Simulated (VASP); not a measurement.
# ScAl2N3 (Cmc2_1) in VASP: notebook

Runs on ScAl2N3. Level: PBE. Tasks: single point.

All numbers are computed with VASP 6.6.1; they aren't measurements. Logs are shortened: lines on timing, memory, paths and dates and some standing lists are left out, and cuts for length are marked.

**1. The cell of the first run**

It takes space group Cmc2_1 (No. 36, orthorhombic). Conventional cell: a = 9.735 Å, b = 5.609 Å, c = 4.695 Å, α = 90.00°, β = 90.00°, γ = 90.00°. Sc (site symmetry m) has 5 N at 2.04 to 2.55 Å within 2.7 Å. Al (site symmetry 1) has 4 N at 1.84 to 1.88 Å within 2.4 Å. Within 2.4 Å of N (site symmetry 1) lie 3 Al at 1.84 to 1.87 Å and 1 Sc at 2.04 Å. N (site symmetry m) has 2 Al at 1.88 Å and 3 Sc at 2.08 to 2.55 Å within 2.6 Å.

**2. Single point, PBE (10.68 Å³/atom)**

INCAR reads:

```
SYSTEM = ScAl2N3
PREC     = Accurate       ! precision mode
ENCUT    = 520            ! plane-wave cutoff, eV
EDIFF    = 1E-7           ! SCF threshold, eV
ISMEAR   = 0              ! smearing method
SIGMA    = 0.02           ! smearing width, eV
LREAL    = .False.        ! projectors in reciprocal space
LASPH    = .True.         ! aspherical terms in the spheres
NELM     = 100            ! most SCF steps
ALGO     = Normal         ! electronic algorithm
ISIF     = 2              ! what is computed and relaxed
LWAVE    = .False.        ! write WAVECAR
LCHARG   = .True.         ! write CHGCAR
GGA      = PE             ! functional
LELF     = .True.         ! ELF
LVHAR    = .True.       
NBANDS   = 44             ! bands
```

KPOINTS reads:

```
regular mesh
0
Gamma
  6 6 6
  0 0 0
```

POSCAR reads:

```
ScAl2N3
1.0
    4.8674593621     -2.8047397878      0.0000000000
    4.8674593621      2.8047397878      0.0000000000
    0.0000000000      0.0000000000      4.6951070420
Sc Al N
2 4 6
Direct
    0.6782056589      0.3217943411      0.5372283901
    0.3217943411      0.6782056589      0.0372283901
    0.0062643014      0.3357041090      0.0127181823
    0.9937356986      0.6642958910      0.5127181823
    0.6642958910      0.9937356986      0.0127181823
    0.3357041090      0.0062643014      0.5127181823
    0.0300597011      0.3320737150      0.6163410446
    0.9699402989      0.6679262850      0.1163410446
    0.6910217969      0.3089782031      0.0796531563
    0.3089782031      0.6910217969      0.5796531563
    0.6679262850      0.9699402989      0.6163410446
    0.3320737150      0.0300597011      0.1163410446
```

Potentials or basis: VASP PAW PBE potentials, release 64 (Sc_sv, Al, N).

Launch:

```
> cat potpaw_PBE.64/Sc_sv/POTCAR potpaw_PBE.64/Al/POTCAR potpaw_PBE.64/N/POTCAR > POTCAR
> mpirun -np 1 vasp_std > vasp.out
```

OUTCAR:

```text
SYSTEM = ScAl2N3
   PREC = Accurate
   ENCUT = 520
   EDIFF = 1E-7
   ISMEAR = 0
   LREAL = .False.
   LASPH = .True.
   NELM = 100
   ISIF = 2
   GGA = PE

 ion  position               nearest neighbor table
   1  0.678  0.322  0.537-   7 2.04  11 2.04  10 2.08   9 2.15   9 2.55   3 2.92   5 2.92   2 3.08
                             2 3.08   3 3.10   5 3.10   6 3.20   4 3.20   4 3.21   6 3.21   6 3.33
   2  0.322  0.678  0.037-   8 2.04  12 2.04   9 2.08  10 2.15  10 2.55   4 2.92   6 2.92   1 3.08
                             1 3.08   4 3.10   6 3.10   3 3.20   5 3.20   5 3.21   3 3.21   5 3.33
   3  0.006  0.336  0.013-   8 1.84  12 1.84   7 1.87   9 1.88   1 2.92   4 2.97   4 2.97   6 2.99
                             6 2.99   1 3.10   2 3.20   5 3.20   5 3.20   2 3.21   2 3.33   5 3.33
   4  0.994  0.664  0.513-   7 1.84  11 1.84   8 1.87  10 1.88   2 2.92   3 2.97   3 2.97   5 2.99
                             5 2.99   2 3.10   1 3.20   6 3.20   6 3.20   1 3.21   1 3.33   6 3.33
   5  0.664  0.994  0.013-  12 1.84   8 1.84  11 1.87   9 1.88   1 2.92   6 2.97   6 2.97   4 2.99
                             4 2.99   1 3.10   2 3.20   3 3.20   3 3.20   2 3.21   2 3.33   3 3.33
   6  0.336  0.006  0.513-  11 1.84   7 1.84  12 1.87  10 1.88   2 2.92   5 2.97   5 2.97   3 2.99
                             3 2.99   2 3.10   1 3.20   4 3.20   4 3.20   1 3.21   1 3.33   4 3.33
   7  0.030  0.332  0.616-   4 1.84   6 1.84   3 1.87   1 2.04
   8  0.970  0.668  0.116-   3 1.84   5 1.84   4 1.87   2 2.04
   9  0.691  0.309  0.080-   3 1.88   5 1.88   2 2.08   1 2.15   1 2.55
  10  0.309  0.691  0.580-   4 1.88   6 1.88   1 2.08   2 2.15   2 2.55
  11  0.668  0.970  0.616-   6 1.84   4 1.84   5 1.87   1 2.04
  12  0.332  0.030  0.116-   5 1.84   3 1.84   6 1.87   2 2.04

  LATTYP: Found a base centered orthorhombic cell.
 ALAT       =     5.6094795756
 B/A-ratio  =     1.7354406221
 C/A-ratio  =     0.8369951220

  Lattice vectors:

 A1 = (  -4.8674593621,  -2.8047397878,   0.0000000000)
 A2 = (   4.8674593621,  -2.8047397878,   0.0000000000)
 A3 = (   0.0000000000,   0.0000000000,   4.6951070420)

Analysis of symmetry for initial positions (statically):
=====================================================================
 Subroutine PRICEL returns:
 Original cell was already a primitive cell.

 Routine SETGRP: Setting up the symmetry group for a
 base centered orthorhombic supercell.

 Subroutine GETGRP returns: Found  4 space group operations
 (whereof  2 operations were pure point group operations)
 out of a pool of  8 trial point group operations.

The static configuration has the point symmetry C_1h.
 The point group associated with its full space group is C_2v.

Analysis of symmetry for dynamics (positions and initial velocities):
=====================================================================
 Subroutine PRICEL returns:
 Original cell was already a primitive cell.

 Routine SETGRP: Setting up the symmetry group for a
 base centered orthorhombic supercell.

 Subroutine GETGRP returns: Found  4 space group operations
 (whereof  2 operations were pure point group operations)
 out of a pool of  8 trial point group operations.

The dynamic configuration has the point symmetry C_1h.
 The point group associated with its full space group is C_2v.

 Subroutine INISYM returns: Found  4 space group operations
 (whereof  2 operations are pure point group operations),
 and found     1 'primitive' translations

----------------------------------------------------------------------------------------

                                     Primitive cell

  volume of cell :     128.1948

  direct lattice vectors                    reciprocal lattice vectors
     4.867459362 -2.804739788  0.000000000     0.102722994 -0.178269657  0.000000000
     4.867459362  2.804739788  0.000000000     0.102722994  0.178269657  0.000000000
     0.000000000  0.000000000  4.695107042     0.000000000  0.000000000  0.212987689

  length of vectors
     5.617715365  5.617715365  4.695107042     0.205747622  0.205747622  0.212987689

  position of ions in fractional coordinates (direct lattice)
     0.678205659  0.321794341  0.537228390
     0.321794341  0.678205659  0.037228390
     0.006264301  0.335704109  0.012718182
     0.993735699  0.664295891  0.512718182
     0.664295891  0.993735699  0.012718182
     0.335704109  0.006264301  0.512718182
     0.030059701  0.332073715  0.616341045
     0.969940299  0.667926285  0.116341045
     0.691021797  0.308978203  0.079653156
     0.308978203  0.691021797  0.579653156
[... 28 lines left out ...]
  Cartesian coordinates                     Fractional coordinates (reciprocal lattice)
     0.017120499 -0.029711610  0.000000000     0.166666667  0.000000000  0.000000000
     0.017120499  0.029711610  0.000000000     0.000000000  0.166666667  0.000000000
     0.000000000  0.000000000  0.035497948     0.000000000  0.000000000  0.166666667

  Length of vectors
     0.034291270  0.034291270  0.035497948

  Shift w.r.t. Gamma in fractional coordinates (k-lattice)
     0.000000000  0.000000000  0.000000000

 Subroutine IBZKPT returns following result:
 ===========================================

 Found     52 irreducible k-points:

 Following reciprocal coordinates:
            Coordinates               Weight
  0.000000  0.000000  0.000000      1.000000
  0.166667  0.000000  0.000000      4.000000
  0.333333  0.000000  0.000000      4.000000
  0.500000  0.000000  0.000000      2.000000
  0.166667  0.166667  0.000000      2.000000
  0.333333  0.166667  0.000000      4.000000
[... 16 lines left out ...]
  0.333333  0.333333  0.166667      4.000000
  0.500000  0.333333  0.166667      8.000000
 [... further k-points ...]
   k-points           NKPTS =     52   k-points in BZ     NKDIM =     52   number of bands    NBANDS=     44
   number of dos      NEDOS =    301   number of ions     NIONS =     12
   total plane-waves  NPLWV =  63504
   dimension x,y,z NGX =    42 NGY =   42 NGZ =   36
   dimension x,y,z NGXF=    84 NGYF=   84 NGZF=   72
   ions per type =               2   4   6
   NGX,Y,Z   is equivalent  to a cutoff of  12.43, 12.43, 12.75 a.u.
   NGXF,Y,Z  is equivalent  to a cutoff of  24.86, 24.86, 25.49 a.u.
 SYSTEM =  ScAl2N3
   PREC   = accura    normal or accurate (medium, high low for compatibility)
   ISTART =      0    job   : 0-new  1-cont  2-samecut
   ICHARG =      2    charge: 1-file 2-atom 10-const
   ISPIN  =      1    spin polarized calculation?
   LNONCOLLINEAR =      F non collinear calculations
   LSORBIT =      F    spin-orbit coupling
   LASPH  =      T    aspherical Exc in radial PAW
   ENCUT  =  520.0 eV  38.22 Ry    6.18 a.u.  10.45 10.45  8.73*2*pi/ulx,y,z
   NELM   =    100;   NELMIN=  2; NELMDL= -5     # of ELM steps
   EDIFF  = 0.1E-06   stopping-criterion for ELM
   LREAL  =      F    real-space projection
   EDIFFG = 0.1E-05   stopping-criterion for IOM
   NSW    =      0    number of steps for IOM
   IBRION =     -1    ionic relax: 0-MD 1-quasi-New 2-CG
   NFREE  =      0    steps in history (QN), initial steepest desc. (CG)
   ISIF   =      2    stress and relaxation
   ISYM   =      2    0-nonsym 1-usesym 2-fastsym
   POTIM  = 0.5000    time-step for ionic-motion
   TEBEG  =    0.0;   TEEND  =   0.0 temperature during run
   PSTRESS=    0.0 pullay stress
   NELECT =      64.0000    total number of electrons
   NUPDOWN=      -1.0000    fix difference up-down
   EMIN   =  10.00;   EMAX   =-10.00  energy-range for DOS
   EFERMI =   0.00;   METHOD = LEGACY
   ISMEAR =     0;   SIGMA  =   0.02  broadening in eV -4-tet -1-fermi 0-gaus
   EFERMI_NEDOS =   21; number of points for ismear=-14 and -15
   IALGO  =     38    algorithm
   IMIX   =      4    mixing-type and parameters
     AMIX     =   0.40;   BMIX     =  1.00
     AMIX_MAG =   1.60;   BMIX_MAG =  1.00
  volume/ion in A,a.u.               =      10.68        72.09
  Fermi-wavevector in a.u.,A,eV,Ry     =   1.298708  2.454201 22.948147  1.686641
  Thomas-Fermi vector in A             =   2.430018
   LORBIT       =      0    0 simple, 1 ext, 2 COOP (PROOUT), +10 PAW based schemes
   GGA     = PE    functional components
   LHFCALC =     F    Hartree Fock is set to
   AEXX    =    0.0000 exact exchange contribution
   IVDW    =     0    specifies the selected vdW correction
   LEPSILON=     F    determine dielectric tensor
   LRPA    =     F    only Hartree local field effects (RPA)
 non-spin polarized calculation
 Gauss-broadening in eV      SIGMA  =   0.02
  energy-cutoff  :      520.00
  volume of cell :      128.19
 maximum number of plane-waves:      3497
 NGX is ok and might be reduce to    42
   NGX = 21   NGY = 21   NGZ = 17

 number of electron      63.9999999 magnetization

 Free energy of the ion-electron system (eV)
  ---------------------------------------------------
  ext. energy  EPLUGINS =         0.00000000
  ---------------------------------------------------
  free energy    TOTEN  =       -94.37489947 eV

  energy without entropy =      -94.37489947  energy(sigma->0) =      -94.37489947

 E-fermi :   6.2439     XC(G=0): -11.1893

 val. band max:        6.1104210025   @ k =   0.0000   0.0000   0.0000
 cond. band min:       8.4201278700   @ k =   0.0000   0.0000   0.0000
 fundamental gap:      2.3097068675
 Fermi energy:         6.2439178869

 k-point     1 :       0.0000    0.0000    0.0000
  band No.  band energies     occupation
      1     -41.4113      2.00000
      2     -41.3645      2.00000
      3     -20.2678      2.00000
      4     -20.2590      2.00000
      5     -20.2076      2.00000
      6     -20.1618      2.00000
[... 1117 lines left out ...]
     43      12.9807      0.00000
     44      13.7822      0.00000

 [... further k-points ...]
[... 5 lines left out ...]
  --------------------------------------------------------------------------------------
  -------------------------------------------------------------------------------------
  Total       14.2840190     14.2358053     14.2468307      0.0000000      0.0000000      0.0000000
  in kB      178.5215291    177.9189542    178.0567497      0.0000000      0.0000000      0.0000000
  external PRESSURE =     178.1657443 kB  Pullay stress =       0.0000000 kB

 VOLUME and BASIS-vectors are now :
 -----------------------------------------------------------------------------
  energy-cutoff  :      520.00
  volume of cell :      128.19
      direct lattice vectors                 reciprocal lattice vectors
     4.867459362 -2.804739788  0.000000000     0.102722994 -0.178269657  0.000000000
     4.867459362  2.804739788  0.000000000     0.102722994  0.178269657  0.000000000
     0.000000000  0.000000000  4.695107042     0.000000000  0.000000000  0.212987689

 POSITION                                       TOTAL-FORCE (eV/Angst)
 -----------------------------------------------------------------------------------
      4.86746     -0.99964      2.52234         0.000000      0.011164      0.000493
      4.86746      0.99964      0.17479         0.000000     -0.011164      0.000493
      1.66452      0.92399      0.05971         0.001121     -0.000194      0.000769
      8.07040     -0.92399      2.40727        -0.001121      0.000194      0.000769
      8.07040      0.92399      0.05971        -0.001121     -0.000194      0.000769
      1.66452     -0.92399      2.40727         0.001121      0.000194      0.000769
      1.76267      0.84707      2.89379         0.064257     -0.036020      0.012041
      7.97225     -0.84707      0.54623        -0.064257      0.036020      0.012041
      4.86746     -1.07153      0.37398         0.000000     -0.067179     -0.026114
      4.86746      1.07153      2.72153         0.000000      0.067179     -0.026114
      7.97225      0.84707      2.89379        -0.064257     -0.036020      0.012041
      1.76267     -0.84707      0.54623         0.064257      0.036020      0.012041
 -----------------------------------------------------------------------------------
    total drift:                               -0.000001      0.000000     -0.000365

  FREE ENERGIE OF THE ION-ELECTRON SYSTEM (eV)
  ---------------------------------------------------
  free  energy   TOTEN  =       -94.3748994707 eV

  energy  without entropy=      -94.3748994707  energy(sigma->0) =      -94.37489947
```

Wall time 4.7 min (1 thread of Oxide Virtual Turin-like, shared host); peak memory 0.36 GiB.

Results:

```
Free energy            : -94.3749 eV
Pressure               : 17.8 GPa
Largest force          : 0.075 eV/Å
Band gap on the k mesh : 2.31 eV
```

Forces on the atoms (eV/Å):
```
Sc   0.000  0.011  0.000
Sc   0.000 -0.011  0.000
Al   0.001  0.000  0.001
Al  -0.001  0.000  0.001
Al  -0.001  0.000  0.001
Al   0.001  0.000  0.001
N    0.064 -0.036  0.012
N   -0.064  0.036  0.012
N    0.000 -0.067 -0.026
N    0.000  0.067 -0.026
N   -0.064 -0.036  0.012
N    0.064  0.036  0.012
```

Caveat: the cell stands under pressure. A k mesh can miss the band edges.

(Continued in part 2 of 2.)
